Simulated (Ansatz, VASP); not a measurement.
# SiC5 in VASP and in Ansatz

```
Si C
1.0
     3.47507    0.00000    0.00000
     0.00000    3.47507    0.00000
     0.00000    0.00000    4.13552
Si C
1 5
Direct
  0.50000 0.50000 0.00000
  0.50000 0.00000 0.50000
  0.00000 0.50000 0.50000
  0.50000 0.00000 0.00000
  0.00000 0.50000 0.00000
  0.50000 0.50000 0.50000
```

Alike in both runs: task relaxation of cell and atoms; functional PBE; k mesh 6 × 6 × 4; occupations gaussian, width 0.1 eV; no spin polarisation.

|  | VASP | Ansatz |
| --- | --- | --- |
| version | VASP 6.6.1 | Ansatz 0.2.0 |
| potentials or method | VASP PAW PBE potentials, release 64 (Si, C), cutoff 600 eV | scalar-relativistic, plane waves, PAW |
| valence electrons in the cell | 24 | 24 |

```tsv
	VASP	Ansatz	Ansatz less VASP
gap on the k mesh at the Fermi level, each at its own relaxed structure (eV)	none	none	-
relaxed volume (Å³/atom)	8.77	8.78	+0.007
relaxed cell length with the largest relative difference (Å)	3.577	3.582	+0.0055
```

A gap of «none» marks a metal or a gap that the smearing closes.

The k mesh is coarse, so the values compare programs but aren't converged.
